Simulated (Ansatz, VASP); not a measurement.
## MoS: VASP beside Ansatz

```xyz
4
Lattice="3.1904 0.0000 0.0000 -1.5952 2.7630 0.0000 0.0000 0.0000 6.4037" Properties=species:S:1:pos:R:3 pbc="T T T"
Mo    0.0000    0.0000    0.0000
Mo    0.0000    0.0000    3.2019
S     0.0000    1.8420    1.6009
S     1.5952    0.9210    4.8028
```

Alike in both runs: task single point; functional PBEsol; k mesh 18 × 18 × 8; occupations gaussian, width 0.1 eV; collinear spin.

```csv
,VASP,Ansatz
version,VASP 6.6.1,Ansatz 0.2.0
potentials or method,"VASP PAW PBE potentials, release 64 (Mo_sv, S), cutoff 500 eV","scalar-relativistic, plane waves, PAW"
valence electrons in the cell,40,40
```

```csv
,VASP,Ansatz,Ansatz less VASP
gap on the k mesh at the Fermi level (eV),none,none,-
pressure (GPa),0.3,0.0,-0.34
"traceless stress, the component that is largest in VASP (GPa)",0.18,0.00,-0.182
net moment per atom (μB),0.00,0.00,-0.001
```

VASP's potentials were made for PBE, not for PBEsol. A gap of «none» marks a metal or a gap that the smearing closes. Ansatz's warnings: seeded moment not kept.
